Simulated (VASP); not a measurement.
# C (Fd-3m) in VASP: settings compared

Aim: see how the results for C move with the level of theory and the settings. Levels: PBEsol+D4, PBE. Tasks: single point, relaxation of cell and atoms.

Program: VASP 6.6.1. These are calculated values, not measurements. Logs are shortened: lines on timing, memory, paths and dates and some standing lists are left out, and cuts for length are marked.

**1. The cell of the first run**

Symmetry: Fd-3m, No. 227, cubic system. Conventional cell: a = 3.546 Å, b = 3.546 Å, c = 3.546 Å, α = 90.00°, β = 90.00°, γ = 90.00°. Within 2.0 Å of C (site symmetry -43m) lie 4 C at 1.54 Å.

**2. Single point, PBEsol+D4**

File INCAR:

```
PREC = Accurate
ENCUT = 600
EDIFF = 1E-6
ISMEAR = -5
SIGMA = 0.05
LREAL = False
LASPH = True
NELM = 120
ALGO = Normal
ISIF = 2
LWAVE = False
LCHARG = False
GGA = PS
IVDW = 13
NBANDS = 11
GGA_COMPAT = False
```

File KPOINTS:

```
regular mesh
0
Gamma
  13 13 13
```

File POSCAR:

```
C
1.0
    0.0000000000      1.7728545843      1.7728545843
    1.7728545843      0.0000000000      1.7728545843
    1.7728545843      1.7728545843      0.0000000000
C
2
Direct
    0.2500000000      0.2500000000      0.2500000000
    0.0000000000      0.0000000000      0.0000000000
```

Potentials or basis: VASP PAW PBE potentials, release 64 (C).

Command:

```bash
$ cat potpaw_PBE.64/C/POTCAR > POTCAR
$ mpirun -np 1 vasp_std > vasp.out
```

OUTCAR:

```text
PREC = Accurate
   ENCUT = 600
   EDIFF = 1E-6
   ISMEAR = -5
   LREAL = False
   LASPH = True
   NELM = 120
   ISIF = 2
   GGA = PS
   IVDW = 13

 ion  position               nearest neighbor table
   1  0.250  0.250  0.250-   2 1.54   2 1.54   2 1.54   2 1.54
   2  0.000  0.000  0.000-   1 1.54   1 1.54   1 1.54   1 1.54

  LATTYP: Found a face centered cubic cell.
 ALAT       =     3.5457091686

  Lattice vectors:

 A1 = (   0.0000000000,   1.7728545843,   1.7728545843)
 A2 = (   1.7728545843,   0.0000000000,   1.7728545843)
 A3 = (   1.7728545843,   1.7728545843,   0.0000000000)

Analysis of symmetry for initial positions (statically):
=====================================================================
 Subroutine PRICEL returns:
 Original cell was already a primitive cell.

 Routine SETGRP: Setting up the symmetry group for a
 face centered cubic supercell.

 Subroutine GETGRP returns: Found 48 space group operations
 (whereof 24 operations were pure point group operations)
 out of a pool of 48 trial point group operations.

The static configuration has the point symmetry T_d .
 The point group associated with its full space group is O_h .

Analysis of symmetry for dynamics (positions and initial velocities):
=====================================================================
 Subroutine PRICEL returns:
 Original cell was already a primitive cell.

 Routine SETGRP: Setting up the symmetry group for a
 face centered cubic supercell.

 Subroutine GETGRP returns: Found 48 space group operations
 (whereof 24 operations were pure point group operations)
 out of a pool of 48 trial point group operations.

The dynamic configuration has the point symmetry T_d .
 The point group associated with its full space group is O_h .

 Subroutine INISYM returns: Found 48 space group operations
 (whereof 24 operations are pure point group operations),
 and found     1 'primitive' translations

----------------------------------------------------------------------------------------

                                     Primitive cell

  volume of cell :      11.1442

  direct lattice vectors                    reciprocal lattice vectors
     0.000000000  1.772854584  1.772854584    -0.282031027  0.282031027  0.282031027
     1.772854584  0.000000000  1.772854584     0.282031027 -0.282031027  0.282031027
     1.772854584  1.772854584  0.000000000     0.282031027  0.282031027 -0.282031027

  length of vectors
[... 93 lines left out ...]
   TEBEG  =    0.0;   TEEND  =   0.0 temperature during run
   PSTRESS=    0.0 pullay stress
   NELECT =       8.0000    total number of electrons
   NUPDOWN=      -1.0000    fix difference up-down
   EMIN   =  10.00;   EMAX   =-10.00  energy-range for DOS
   EFERMI =   0.00;   METHOD = LEGACY
   ISMEAR =    -5;   SIGMA  =   0.05  broadening in eV -4-tet -1-fermi 0-gaus
   EFERMI_NEDOS =   21; number of points for ismear=-14 and -15
   IALGO  =     38    algorithm
   IMIX   =      4    mixing-type and parameters
     AMIX     =   0.40;   BMIX     =  1.00
     AMIX_MAG =   1.60;   BMIX_MAG =  1.00
  volume/ion in A,a.u.               =       5.57        37.60
  Fermi-wavevector in a.u.,A,eV,Ry     =   1.465846  2.770047 29.234904  2.148705
  Thomas-Fermi vector in A             =   2.581654
   LORBIT       =      0    0 simple, 1 ext, 2 COOP (PROOUT), +10 PAW based schemes
   GGA     = PS    functional components
   LHFCALC =     F    Hartree Fock is set to
   AEXX    =    0.0000 exact exchange contribution
   IVDW    =    13    specifies the selected vdW correction
   LEPSILON=     F    determine dielectric tensor
   LRPA    =     F    only Hartree local field effects (RPA)
 non-spin polarized calculation
 Fermi weights with tetrahedron method with Bloechl corrections
  energy-cutoff  :      600.00
  volume of cell :       11.14
 maximum number of plane-waves:       381
   NGX =  9   NGY =  9   NGZ =  9

 number of electron       7.9999999 magnetization

 Free energy of the ion-electron system (eV)
  ---------------------------------------------------
  ext. energy  EPLUGINS =         0.00000000
  ---------------------------------------------------
  free energy    TOTEN  =       -19.25296145 eV

  energy without entropy =      -19.25296145  energy(sigma->0) =      -19.25296145

 E-fermi :  10.0508     XC(G=0): -13.5205

 val. band max:        9.9662816260   @ k =   0.0000   0.0000   0.0000
 cond. band min:      14.0176367086   @ k =   0.3846   0.3846   0.0000
 fundamental gap:      4.0513550825
 Fermi energy:        10.0507929683

 k-point     1 :       0.0000    0.0000    0.0000
  band No.  band energies     occupation
      1     -11.7949      2.00000
      2       9.9663      2.00000
      3       9.9663      2.00000
      4       9.9663      2.00000
      5      15.5545      0.00000
      6      15.5545      0.00000
      7      15.5546      0.00000
      8      23.7409      0.00000
      9      29.1549      0.00000
     10      36.6327      0.00000
     11      36.6327      0.00000
[... 309 lines left out ...]
 k-point    24 :       0.4615    0.1538    0.0000
  band No.  band energies     occupation
      1      -6.6885      2.00000
      2      -1.4696      2.00000
      3       5.4602      2.00000
      4       5.9725      2.00000
      5      17.0104      0.00000
      6      20.6152      0.00000
      7      21.0613      0.00000
      8      23.9198      0.00000
      9      30.5575      0.00000
     10      33.4455      0.00000
     11      37.1258      0.00000

 [... further k-points ...]

------------------------ aborting loop because EDIFF is reached ----------------------------------------

  DFT-D4 for vdW energy calculation

  Edisp (eV):   -0.24161

  FORCE on cell =-STRESS in cart. coord.  units (eV):
  Direction    XX          YY          ZZ          XY          YZ          ZX
  --------------------------------------------------------------------------------------
  -------------------------------------------------------------------------------------
  Total       0.03223     0.03223     0.03223     0.00000     0.00000    -0.00000
  in kB       4.63332     4.63332     4.63332     0.00000     0.00000    -0.00000
  external pressure =        4.63 kB  Pullay stress =        0.00 kB

 VOLUME and BASIS-vectors are now :
 -----------------------------------------------------------------------------
  energy-cutoff  :      600.00
  volume of cell :       11.14
      direct lattice vectors                 reciprocal lattice vectors
     0.000000000  1.772854584  1.772854584    -0.282031027  0.282031027  0.282031027
     1.772854584  0.000000000  1.772854584     0.282031027 -0.282031027  0.282031027
     1.772854584  1.772854584  0.000000000     0.282031027  0.282031027 -0.282031027

 POSITION                                       TOTAL-FORCE (eV/Angst)
 -----------------------------------------------------------------------------------
      0.88643      0.88643      0.88643         0.000000     -0.000000     -0.000000
      0.00000      0.00000      0.00000        -0.000000      0.000000      0.000000
 -----------------------------------------------------------------------------------
    total drift:                                0.000000      0.000000      0.000000

  FREE ENERGIE OF THE ION-ELECTRON SYSTEM (eV)
  ---------------------------------------------------
  free  energy   TOTEN  =       -19.4945723682 eV

  energy  without entropy=      -19.4945723682  energy(sigma->0) =      -19.49457237
```

OSZICAR:

```text
N       E                     dE             d eps       ncg     rms          rms(c)
DAV:   1     0.228653727447E+01    0.22865E+01   -0.54580E+03  1864   0.824E+02
DAV:   2    -0.195100917514E+02   -0.21797E+02   -0.21240E+02  2373   0.137E+02
DAV:   3    -0.199495141150E+02   -0.43942E+00   -0.43850E+00  2188   0.151E+01
DAV:   4    -0.199502059965E+02   -0.69188E-03   -0.69187E-03  2008   0.743E-01
DAV:   5    -0.199502067961E+02   -0.79959E-06   -0.79957E-06  2153   0.241E-02    0.569E+00
DAV:   6    -0.194324934298E+02    0.51771E+00   -0.26586E-01  1905   0.359E+00    0.335E+00
DAV:   7    -0.192523534847E+02    0.18014E+00   -0.31865E-01  2013   0.396E+00    0.707E-01
DAV:   8    -0.192529358151E+02   -0.58233E-03   -0.77358E-03  1941   0.698E-01    0.295E-02
DAV:   9    -0.192529533284E+02   -0.17513E-04   -0.14719E-05  2223   0.354E-02    0.216E-02
DAV:  10    -0.192529615923E+02   -0.82639E-05   -0.34630E-06  2013   0.164E-02    0.441E-03
DAV:  11    -0.192529614455E+02    0.14686E-06   -0.90043E-08  1121   0.264E-03
   1 F= -.19494572E+02 E0= -.19494572E+02  d E =0.000000E+00
```

Wall time 12 s (1 thread of Intel Xeon Platinum 8259CL at 2.50GHz (Skylake/Cascade Lake), shared host); peak memory 0.12 GiB.

Results:

| Item | Value |
| --- | --- |
| Free energy | -19.4946 eV |
| Pressure | 0.5 GPa |
| Band gap on the k mesh | 4.05 eV, indirect (least direct gap 5.59 eV) |
| Dispersion energy per atom | -0.121 eV |

Levels at points of the mesh, in eV from the valence-band top:
| k point | band 2 | band 3 | band 4 | band 5 | band 6 | band 7 |
| --- | --- | --- | --- | --- | --- | --- |
| (0.00, 0.00, 0.00) | 0.00 | 0.00 | 0.00 | 5.59 | 5.59 | 5.59 |

Caveat: the PAW data sets were made with another functional, which shifts forces and pressure a little. A k mesh can miss the band edges.

**3. Relaxation of cell and atoms, PBEsol+D4**

This run uses another cell than the first one, of 5.67 Å³/atom, 1.018 times its volume.

File INCAR:

```
PREC     = Accurate       # precision mode
ENCUT    = 600            # plane-wave cutoff, eV
EDIFF    = 1E-7           # SCF threshold, eV
ISMEAR   = -5             # smearing method
SIGMA    = 0.05           # smearing width, eV
LREAL    = False          # projectors in reciprocal space
LASPH    = True           # aspherical terms in the spheres
NELM     = 120            # most SCF steps
ALGO     = Normal         # electronic algorithm
ISIF     = 3              # what is computed and relaxed
LWAVE    = False          # write WAVECAR
LCHARG   = False          # write CHGCAR
GGA      = PS             # functional
IVDW     = 13             # dispersion correction
IBRION   = 2              # ionic algorithm
NSW      = 60             # ionic steps
EDIFFG   = -0.01          # ionic threshold
GGA_COMPAT= False        
NELMIN   = 4
```

File KPOINTS:

```
Automatic mesh
0
Gamma
  13 13 13
```

File POSCAR:

```
C
1.0
    0.0000000000      1.7833700000      1.7833700000
    1.7833700000      0.0000000000      1.7833700000
    1.7833700000      1.7833700000      0.0000000000
C
2
Direct
    0.2500000000      0.2500000000      0.2500000000
    0.0000000000      0.0000000000      0.0000000000
```

Potentials or basis: VASP PAW PBE potentials, release 64 (C).

Command:

```bash
$ cat potpaw_PBE.64/C/POTCAR > POTCAR
$ mpirun -np 1 vasp_std > vasp.out
```

OUTCAR:

```text
PREC = Accurate
   ENCUT = 600
   EDIFF = 1E-7
   ISMEAR = -5
   LREAL = False
   LASPH = True
   NELM = 120
   ISIF = 3
   GGA = PS
   IVDW = 13
   IBRION = 2
   NSW = 60
   EDIFFG = -0.01
   NELMIN = 4

 ion  position               nearest neighbor table
   1  0.250  0.250  0.250-   2 1.54   2 1.54   2 1.54   2 1.54
   2  0.000  0.000  0.000-   1 1.54   1 1.54   1 1.54   1 1.54

  LATTYP: Found a face centered cubic cell.
 ALAT       =     3.5667400000

  Lattice vectors:

 A1 = (   0.0000000000,   1.7833700000,   1.7833700000)
 A2 = (   1.7833700000,   0.0000000000,   1.7833700000)
 A3 = (   1.7833700000,   1.7833700000,   0.0000000000)

Analysis of symmetry for initial positions (statically):
=====================================================================
 Subroutine PRICEL returns:
 Original cell was already a primitive cell.

 Routine SETGRP: Setting up the symmetry group for a
 face centered cubic supercell.

 Subroutine GETGRP returns: Found 48 space group operations
 (whereof 24 operations were pure point group operations)
 out of a pool of 48 trial point group operations.

The static configuration has the point symmetry T_d .
 The point group associated with its full space group is O_h .

Analysis of symmetry for dynamics (positions and initial velocities):
=====================================================================
 Subroutine PRICEL returns:
[... 149 lines left out ...]
   NGX =  9   NGY =  9   NGZ =  9

--------------------------------------- Ionic step        1  -------------------------------------------

 number of electron       7.9999999 magnetization

 Free energy of the ion-electron system (eV)
  ---------------------------------------------------
  ext. energy  EPLUGINS =         0.00000000
  ---------------------------------------------------
  free energy    TOTEN  =       -19.25323145 eV

  energy without entropy =      -19.25323145  energy(sigma->0) =      -19.25323145

 E-fermi :   9.7924     XC(G=0): -13.4328

 val. band max:        9.7080883655   @ k =   0.0000   0.0000   0.0000
 cond. band min:      13.7204005986   @ k =   0.3846   0.3846   0.0000
 fundamental gap:      4.0123122331
 Fermi energy:         9.7923531606

 k-point     1 :       0.0000    0.0000    0.0000
  band No.  band energies     occupation
      1     -11.8132      2.00000
      2       9.7081      2.00000
      3       9.7081      2.00000
      4       9.7081      2.00000
      5      15.2475      0.00000
      6      15.2475      0.00000
      7      15.2475      0.00000
      8      23.0763      0.00000
[... 332 lines left out ...]
--------------------------------------- Ionic step        3  -------------------------------------------

 number of electron       7.9999999 magnetization

 Free energy of the ion-electron system (eV)
  ---------------------------------------------------
  ext. energy  EPLUGINS =         0.00000000
  ---------------------------------------------------
  free energy    TOTEN  =       -19.25407003 eV

  energy without entropy =      -19.25407003  energy(sigma->0) =      -19.25407003

 E-fermi :  10.0834     XC(G=0): -13.5157

 val. band max:        9.9518380086   @ k =   0.0000   0.0000   0.0000
 cond. band min:      14.0010837434   @ k =   0.3846   0.3846   0.0000
 fundamental gap:      4.0492457348
 Fermi energy:        10.0834276897

 k-point     1 :       0.0000    0.0000    0.0000
  band No.  band energies     occupation
      1     -11.7960      2.00000
      2       9.9518      2.00000
      3       9.9518      2.00000
      4       9.9518      2.00000
      5      15.5374      0.00000
      6      15.5374      0.00000
      7      15.5374      0.00000
      8      23.7038      0.00000
[... 286 lines left out ...]
  FREE ENERGIE OF THE ION-ELECTRON SYSTEM (eV)
  ---------------------------------------------------
  free  energy   TOTEN  =       -19.4954686756 eV

  energy  without entropy=      -19.4954686756  energy(sigma->0) =      -19.49546868

 reached required accuracy - stopping structural energy minimisation
```

Wall time 25 s (1 thread of Intel Xeon Platinum 8259CL at 2.50GHz (Skylake/Cascade Lake), shared host); peak memory 0.12 GiB.

Results:

| Quantity | Value |
| --- | --- |
| Free energy | -19.4955 eV |
| Relaxed volume | 5.58 Å³/atom |
| Relaxed cell | a = 2.508 Å, b = 2.508 Å, c = 2.508 Å, α = 60.00°, β = 60.00°, γ = 60.00° |
| Space group after relaxing (to 0.05 Å) | Fd-3m (No. 227) |
| Energy gained by relaxing | 2.2 meV/atom |
| Ionic steps | 3 |
| Pressure after relaxing | 0.0 GPa |
| Band gap on the k mesh | 4.05 eV, indirect (least direct gap 5.59 eV) |
| Dispersion energy per atom | -0.121 eV |

Step by step:
| step | energy change (eV) | largest force (eV/Å) | pressure (GPa) | volume (Å³) |
| --- | --- | --- | --- | --- |
| 1 | 0.0000 | 0.0000 | -7.43 | 11.34 |
| 2 | 0.0029 | 0.0000 | 10.16 | 10.92 |
| 3 | -0.0045 | 0.0000 | -0.03 | 11.16 |

Final structure:
```cif
data_structure
_symmetry_space_group_name_H-M 'P 1'
_symmetry_Int_Tables_number 1
_cell_length_a 2.5080
_cell_length_b 2.5080
_cell_length_c 2.5080
_cell_angle_alpha 60.000
_cell_angle_beta 60.000
_cell_angle_gamma 60.000
_cell_volume 11.16
loop_
_atom_site_label
_atom_site_type_symbol
_atom_site_fract_x
_atom_site_fract_y
_atom_site_fract_z
_atom_site_occupancy
C1 C 0.25000 0.25000 0.25000 1
C2 C 0.00000 0.00000 0.00000 1
```

Levels at points of the mesh, in eV from the valence-band top:
```
           k point  band 2  band 3  band 4  band 5  band 6  band 7
(0.00, 0.00, 0.00)    0.00    0.00    0.00    5.59    5.59    5.59
```

Caveat: the PAW data sets were made with another functional, which shifts forces and pressure a little.

**4. Single point, PBE**

This run uses another cell than the first one, of 5.67 Å³/atom, 1.018 times its volume.

File INCAR:

```
PREC = Accurate
ENCUT = 600
EDIFF = 1E-6
ISMEAR = 0
SIGMA = 0.01
LREAL = False
LASPH = True
NELM = 120
ALGO = Normal
ISIF = 2
LWAVE = False
LCHARG = False
GGA = PE
NBANDS = 11
GGA_COMPAT = False
```

File KPOINTS:

```
Automatic mesh
0
Gamma
  8 8 8
```

File POSCAR:

```
C
1.0
    0.0000000000      1.7833700000      1.7833700000
    1.7833700000      0.0000000000      1.7833700000
    1.7833700000      1.7833700000      0.0000000000
C
2
Direct
    0.7500000000      0.7500000000      0.7500000000
    0.5000000000      0.5000000000      0.5000000000
```

Command:

```bash
$ cat potpaw_PBE.64/C/POTCAR > POTCAR
$ mpirun -np 1 vasp_std > vasp.out
```

It took 4.9 s on 1 thread of Intel Xeon Platinum 8488C (Sapphire Rapids), shared host; peak memory 0.12 GiB.

Results (log left out):

```
Free energy            : -18.1892 eV
Pressure               : 1.8 GPa
Band gap on the k mesh : 4.13 eV, indirect (least direct gap 5.59 eV)
```

Levels at points of the mesh, in eV from the valence-band top:
```csv
k point,band 2,band 3,band 4,band 5,band 6,band 7
"(0.00, 0.00, 0.00)",0.00,0.00,0.00,5.59,5.59,5.59
"(0.50, 0.00, 0.00)",-13.37,-2.80,-2.80,8.46,8.46,8.85
"(0.50, 0.50, 0.00)",-12.76,-6.30,-6.30,4.76,4.76,16.80
```

(Continued in part 2 of 2.)
